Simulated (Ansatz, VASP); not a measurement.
# InGa7N8 in VASP and in Ansatz

```
CELL_PARAMETERS angstrom
0.00000 0.00000 -5.24985
3.22762 5.59040 0.00000
3.22762 -5.59040 0.00000
ATOMIC_POSITIONS crystal
In 0.99927 0.16667 0.33333
Ga 0.00200 0.16709 0.83355
Ga 0.00200 0.66645 0.33291
Ga 0.00200 0.66645 0.83355
Ga 0.49978 0.33636 0.67272
Ga 0.49978 0.33636 0.16364
Ga 0.50241 0.83333 0.66667
Ga 0.49978 0.82728 0.16364
N 0.59171 0.16667 0.33333
N 0.62756 0.16537 0.83268
N 0.62756 0.66732 0.33463
N 0.62756 0.66732 0.83268
N 0.13087 0.34395 0.68790
N 0.13087 0.34395 0.15605
N 0.12597 0.83333 0.66667
N 0.13087 0.81210 0.15605
```

Alike in both runs: task single point; functional PBEsol; k mesh 4 × 3 × 3; occupations gaussian, width 0.02 eV; no spin polarisation.

```csv
,VASP,Ansatz
version,VASP 6.6.1,Ansatz 0.2.0
potentials or method,"VASP PAW PBE potentials, release 64 (In_d, Ga_d, N), cutoff 520 eV","scalar-relativistic, plane waves, PAW"
valence electrons in the cell,144,144
```

Ansatz gave:

* gap on the k mesh at the Fermi level (eV): 1.43
* least direct gap on the mesh (eV): 1.43
* pressure (GPa): 0.0
* rms of the force components (eV/Å): 0.001

Task: What did VASP give for the same quantities?

Result: gap on the k mesh at the Fermi level (eV): 1.44; least direct gap on the mesh (eV): 1.44; pressure (GPa): -0.2; rms of the force components (eV/Å): 0.008.

VASP's potentials were made for PBE, not for PBEsol. Atom by atom the forces differ by 0.008 eV/Å (rms over components). With one functional, cell and mesh, what is left measures potentials, basis and numerics.
